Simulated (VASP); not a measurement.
A run of VASP 6.6.1 is set up as follows.

File POSCAR:

```
Ir
1.0
    0.0000000000      1.9408081540      1.9408081540
    1.9408081540      0.0000000000      1.9408081540
    1.9408081540      1.9408081540      0.0000000000
Ir
1
Direct
    0.0000000000      0.0000000000      0.0000000000
```

The input INCAR.step1:

```
SYSTEM = Ir
PREC     = Accurate       ! precision mode
ENCUT    = 520            ! plane-wave cutoff, eV
ISMEAR   = -1             ! smearing method
SIGMA    = 0.05           ! smearing width, eV
LREAL    = .False.        ! projectors in reciprocal space
LASPH    = .True.         ! aspherical terms in the spheres
NELM     = 60             ! most SCF steps
NBANDS   = 10             ! bands
GGA      = PE             ! functional
ALGO     = Normal         ! electronic algorithm
EDIFF    = 1E-4           ! SCF threshold, eV
LWAVE    = .True.         ! write WAVECAR
LCHARG   = .False.        ! write CHGCAR
```

The input INCAR.step2:

```
SYSTEM = Ir
PREC     = Accurate       ! precision mode
ENCUT    = 520            ! plane-wave cutoff, eV
EDIFF    = 1E-7           ! SCF threshold, eV
ISMEAR   = -1             ! smearing method
SIGMA    = 0.05           ! smearing width, eV
LREAL    = .False.        ! projectors in reciprocal space
LASPH    = .True.         ! aspherical terms in the spheres
NELM     = 60             ! most SCF steps
ALGO     = Normal         ! electronic algorithm
ISIF     = 2              ! what is computed and relaxed
LWAVE    = .False.        ! write WAVECAR
LCHARG   = .False.        ! write CHGCAR
METAGGA  = R2SCAN         ! meta-GGA
LMIXTAU  = .True.       
NBANDS   = 10             ! bands
ISTART   = 1
```

KPOINTS

```
Automatic mesh
0
Gamma
  12 12 12
  0 0 0
```

Potentials or basis: VASP PAW PBE potentials, release 64 (Ir).

Run with:

```console
$ cat potpaw_PBE.64/Ir/POTCAR > POTCAR
$ cp INCAR.step1 INCAR
$ mpirun -np 1 vasp_std > vasp.out
$ cp INCAR.step2 INCAR
$ mpirun -np 1 vasp_std > vasp.out
```

(1) Predict the pressure.

Answers

(1) -8.4 GPa.

Caveat: the PAW data sets were made with another functional, which shifts forces and pressure a little.
